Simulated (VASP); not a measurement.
HfTi4Si: single point with PBE

HfTi4Si:

```xyz
6
Lattice="6.2052 0.0000 0.0000 0.0000 6.2052 0.0000 0.0000 0.0000 3.0212" Properties=species:S:1:pos:R:3 pbc="T T T"
Hf    0.0000    0.0000    1.5106
Ti    1.0982    3.1026    1.5106
Ti    5.1070    3.1026    1.5106
Ti    3.1026    1.0982    1.5106
Ti    3.1026    5.1070    1.5106
Si    3.1026    3.1026    0.0000
```

The cell was built from a structure type or drawn by symmetry, and may not be a known phase.

```yaml
Program: VASP 6.6.1
Task: single point
Functional: PBE
Potentials_or_basis: VASP PAW PBE potentials, release 64 (Hf_pv, Ti_sv, Si)
Cutoff: 520 eV
k_mesh: 4 × 4 × 4
Occupations: gaussian, width 0.1 eV
Spin: no spin polarisation
```

| Property | Result |
| --- | --- |
| Pressure | -0.1 GPa |
| Largest force | 0.133 eV/Å |
| Band gap on the k mesh | zero (bands 31 and 32 overlap by 0.77 eV) |

Forces on the atoms (eV/Å):
```
Hf   0.000  0.000  0.000
Ti   0.133  0.000  0.000
Ti  -0.133  0.000  0.000
Ti   0.000  0.133  0.000
Ti   0.000 -0.133  0.000
Si   0.000  0.000  0.000
```

Stress tensor (GPa, compression positive):
```
 0.01  0.00  0.00
 0.00  0.01  0.00
 0.00  0.00 -0.27
```

Levels at points of the mesh, in eV from the Fermi level:
```
           k point  band 28  band 29  band 30  band 31  band 32  band 33  band 34  band 35
(0.00, 0.00, 0.00)    -1.18    -0.79    -0.69    -0.20     0.29     0.29     0.56     0.66
(0.50, 0.00, 0.00)    -0.80    -0.63    -0.52    -0.51    -0.32    -0.30     0.45     0.60
(0.50, 0.50, 0.00)    -0.83    -0.69    -0.55    -0.55    -0.28     0.15     0.46     0.46
(0.00, 0.00, 0.50)    -0.66    -0.66    -0.66    -0.38     0.39     0.83     0.90     1.45
(0.50, 0.00, 0.50)    -1.25    -0.49    -0.20     0.09     0.11     0.45     1.08     1.13
(0.50, 0.50, 0.50)    -0.88    -0.88    -0.34    -0.26     0.29     0.29     0.45     0.83
```

It took 100 s on 1 thread of AMD EPYC 9R45 (Zen 5), with other jobs on the host, peak memory 0.23 GiB.

Caveat: the k points lie up to 0.52 Å⁻¹ apart, too coarse for converged energies and pressures of a metal; spin-orbit coupling is left out, which moves the levels of the heavy elements.
